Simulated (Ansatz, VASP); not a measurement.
FeO in VASP and in Ansatz

```
Fe O
1.0
     1.53022    0.88348    2.53659
    -1.53022    0.88348    2.53659
     0.00000   -1.76695    2.53659
Fe O
1 1
Direct
  0.00000 0.00000 0.00000
  0.50000 0.50000 0.50000
```

Change from the starting cell: volume scaled by 1.025.

Alike in both runs: task single point; functional PBE; k mesh 16 × 16 × 16; occupations fermi-dirac, width 0.03 eV; collinear spin.

|  | VASP | Ansatz |
| --- | --- | --- |
| version | VASP 6.6.1 | Ansatz 0.2.0 |
| potentials or method | VASP PAW PBE potentials, release 64 (Fe, O), cutoff 520 eV | all-electron LAPW, scalar-relativistic |

```tsv
	VASP	Ansatz	Ansatz less VASP
pressure (GPa)	-5.0	-5.0	-0.08
traceless stress, the component that is largest in VASP (GPa)	-0.70	-0.68	+0.025
net moment per atom (μB)	2.00	2.00	0.000
size of the moment on the site where the two differ most (μB)	0.30	0.32	+0.019
```

Site moments also hang on the region over which each program counts them. Ansatz ran all-electron here, and VASP with PAW potentials.
